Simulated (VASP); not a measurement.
Crystal: PbS.

```
CELL_PARAMETERS angstrom
0.00000 2.96500 2.96500
2.96500 0.00000 2.96500
2.96500 2.96500 0.00000
ATOMIC_POSITIONS crystal
Pb 0.00000 0.00000 0.00000
S 0.50000 0.50000 0.50000
```

* Program: VASP 6.6.1
* Task: relaxation of cell and atoms
* Functional: PBE
* Potentials or basis: VASP PAW PBE potentials, release 64 (Pb_d, S)
* Cutoff: 600 eV
* k mesh: 10 × 10 × 10
* Occupations: gaussian, width 0.02 eV
* Spin: no spin polarisation

At the start: pressure 2.3 GPa; volume 26.07 Å³/atom.

**Question.** Where does the relaxation end?

**Answer.** Over 3 steps the energy falls by 7.1 meV/atom and the volume is 27.10 Å³/atom (+4.0 %); space group Fm-3m (No. 225, to 0.05 Å).

Step by step:
```
step  energy change (eV)  largest force (eV/Å)  pressure (GPa)  volume (Å³)
   1              0.0000                0.0000            2.27        52.13
   2             -0.0125                0.0000           -0.71        54.96
   3             -0.0142                0.0000            0.01        54.21
```

Final structure:
```
Pb S
1.0
     0.00000    3.00382    3.00382
     3.00382    0.00000    3.00382
     3.00382    3.00382    0.00000
Pb S
1 1
Direct
  0.00000 0.00000 0.00000
  0.50000 0.50000 0.50000
```
